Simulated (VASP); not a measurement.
Write the native input for VASP 6.6.1 that does the following.

| Item | Value |
| --- | --- |
| Task | single point |
| Functional | PBEsol |
| Potentials or basis | VASP PAW PBE potentials, release 64 (Al, N) |
| Cutoff | 520 eV |
| k mesh | 10 × 10 × 10 |
| Occupations | fermi-dirac, width 0.02 eV |
| Spin | no spin polarisation |
| Dipole correction | no |
| Further INCAR settings | ALGO = Normal; EDIFF = 1e-06; NBANDS = 11 |

The structure of AlN lies in POSCAR:

```
AlN
1.0
    0.0000000000      2.1888498678      2.1888498678
    2.1888498678      0.0000000000      2.1888498678
    2.1888498678      2.1888498678      0.0000000000
Al N
1 1
Direct
    0.0000000000      0.0000000000      0.0000000000
    0.7500000000      0.7500000000      0.7500000000
```

These files were run (other wordings do the same):

INCAR

```
SYSTEM = AlN
PREC = Accurate
ENCUT = 520
EDIFF = 1E-6
ISMEAR = -1
SIGMA = 0.02
LREAL = .FALSE.
LASPH = .TRUE.
NELM = 100
ALGO = Normal
ISIF = 2
LWAVE = .FALSE.
LCHARG = .FALSE.
GGA = PS
NBANDS = 11
```

KPOINTS

```
regular mesh
0
G
  10 10 10
  0 0 0
```

Potentials or basis: VASP PAW PBE potentials, release 64 (Al, N).

Run with:

```bash
$ cat potpaw_PBE.64/Al/POTCAR potpaw_PBE.64/N/POTCAR > POTCAR
$ mpirun -np 1 vasp_std > vasp.out
```

Results of the run:

```
Pressure               : 0.0 GPa
Band gap on the k mesh : 3.18 eV, indirect (least direct gap 4.07 eV)
```

Caveat: the PAW data sets were made with another functional, which shifts forces and pressure a little.

It took 6.2 s on 1 thread of Intel(R) Xeon(R) Platinum 8259CL CPU @ 2.50GHz (Skylake/Cascade Lake), with other jobs on the host, peak memory 0.14 GiB.
